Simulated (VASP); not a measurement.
Input of a VASP 6.6.1 run:

Contents of INCAR:

```
SYSTEM = Ag
PREC = Accurate ; ENCUT = 520
EDIFF = 1E-6 ; ISMEAR = 0
SIGMA = 0.1 ; LREAL = .FALSE.
LASPH = .TRUE. ; NELM = 60
ALGO = Fast ; ISIF = 2
LWAVE = .FALSE. ; LCHARG = .TRUE.
GGA = PS ; LELF = .TRUE.
LVHAR = .TRUE. ; NBANDS = 12
```

KPOINTS

```
Automatic mesh
0
G
  18 18 18
  0 0 0
```

File POSCAR:

```
Ag
1.0
    0.0000000000      2.0272180921      2.0272180921
    2.0272180921      0.0000000000      2.0272180921
    2.0272180921      2.0272180921      0.0000000000
Ag
1
Direct
    0.0000000000      0.0000000000      0.0000000000
```

Potentials or basis: VASP PAW PBE potentials, release 64 (Ag).

Command:

```console
$ cat potpaw_PBE.64/Ag/POTCAR > POTCAR
$ mpirun -np 1 vasp_std > vasp.out
```

Question: What does it give for the pressure?

Answer: -0.1 GPa.

Caveat: the PAW data sets were made with another functional, which shifts forces and pressure a little.
